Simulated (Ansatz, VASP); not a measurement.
**Ir in VASP and in Ansatz**

The input INCAR:

```
SYSTEM = Ir
PREC = Accurate ; ENCUT = 500
EDIFF = 1E-6 ; ISMEAR = 0
SIGMA = 0.1 ; LREAL = .FALSE.
LASPH = .TRUE. ; NELM = 120
ALGO = Normal ; ISIF = 2
LWAVE = .FALSE. ; LCHARG = .TRUE.
GGA = PE ; LELF = .TRUE.
LVHAR = .TRUE. ; NBANDS = 10
GGA_COMPAT = .FALSE.
```

The input KPOINTS:

```
Automatic mesh
0
G
  18 18 18
  0 0 0
```

File POSCAR:

```
Ir
1.0
    0.0000000000      1.9732877642      1.9732877642
    1.9732877642      0.0000000000      1.9732877642
    1.9732877642      1.9732877642      0.0000000000
Ir
1
Direct
    0.0000000000      0.0000000000      0.0000000000
```

Input for Ansatz:

```yaml
crystal:
  lattice:
    - [0.0, 1.9732877642, 1.9732877642]
    - [1.9732877642, 0.0, 1.9732877642]
    - [1.9732877642, 1.9732877642, 0.0]
  atoms:
    - { symbol: Ir, position: [0.0, 0.0, 0.0] }
basis:
  ecutwfc: 420
kpoints:
  mp_grid: { grid: [18, 18, 18] }
hamiltonian:
  xc: pbe
scf:
  occupations: { method: gaussian, width: 0.1 }
output:
  forces: true
  stress: true
  eigenvalues: true
```

Alike in both runs: task single point; functional PBE; k mesh 18 × 18 × 18; occupations gaussian, width 0.1 eV; no spin polarisation.

|  | VASP | Ansatz |
| --- | --- | --- |
| version | VASP 6.6.1 | Ansatz 0.2.0 |
| potentials or method | VASP PAW PBE potentials, release 64 (Ir), cutoff 500 eV | scalar-relativistic, plane waves, PAW |
| valence electrons in the cell | 9 | 17 |

Ansatz gave:

| Property | Result |
| --- | --- |
| gap on the k mesh at the Fermi level (eV) | none |
| pressure (GPa) | -17.5 |

Q: Which values does VASP return?

A: gap on the k mesh at the Fermi level (eV): none; pressure (GPa): -17.2.

A gap of «none» marks a metal or a gap that the smearing closes. The functional is the same, so the differences come from potentials, cutoffs and numerics. VASP's potentials hold 9 valence electrons a cell and Ansatz's 17, so a difference there can come from the potentials and not from the codes.

Neither program's run includes spin-orbit coupling.
